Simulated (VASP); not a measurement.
# SbMo2: single point with PBE

Crystal: SbMo2.

```xyz
3
Lattice="4.4669 0.0000 0.0000 -2.2335 3.8685 0.0000 0.0000 0.0000 3.2153" Properties=species:S:1:pos:R:3 pbc="T T T"
Sb    0.0000    0.0000    0.0000
Mo    0.0000    2.5790    1.6076
Mo    2.2335    1.2895    1.6076
```

- Program: VASP 6.6.1
- Task: single point
- Functional: PBE
- Potentials or basis: VASP PAW PBE potentials, release 64 (Sb, Mo_sv)
- Cutoff: 520 eV
- k mesh: 12 × 12 × 14
- Occupations: gaussian, width 0.1 eV
- Spin: no spin polarisation
- Dipole correction: no
- Further INCAR settings: ALGO = Fast; EDIFF = 1e-07; NBANDS = 24

```json
{
 "Pressure": "0.2 GPa",
 "Band gap on the k mesh": "zero (an odd number of electrons rules out a gap without spin polarisation)"
}
```

Stress tensor (GPa, compression positive):
```
0.23 0.00 0.00
0.00 0.23 0.00
0.00 0.00 0.03
```

Levels at points of the mesh, in eV from the Fermi level:
| k point | band 15 | band 16 | band 17 | band 18 | band 19 | band 20 |
| --- | --- | --- | --- | --- | --- | --- |
| (0.00, 0.00, 0.00) | -0.79 | -0.65 | -0.65 | 0.96 | 1.71 | 1.71 |
| (0.50, 0.00, 0.00) | -1.41 | -1.33 | -1.03 | 1.16 | 1.76 | 2.34 |
| (0.00, 0.00, 0.50) | -1.39 | -1.39 | -0.28 | -0.28 | 1.16 | 3.35 |
| (0.50, 0.00, 0.50) | -1.87 | -0.11 | 1.14 | 1.97 | 2.14 | 3.13 |

Run time: 3.6 min on 1 thread of Oxide Virtual Turin-like Processor (shared host), peak memory 0.28 GiB.

Caveat: spin-orbit coupling is left out, which moves the levels of the heavy elements.
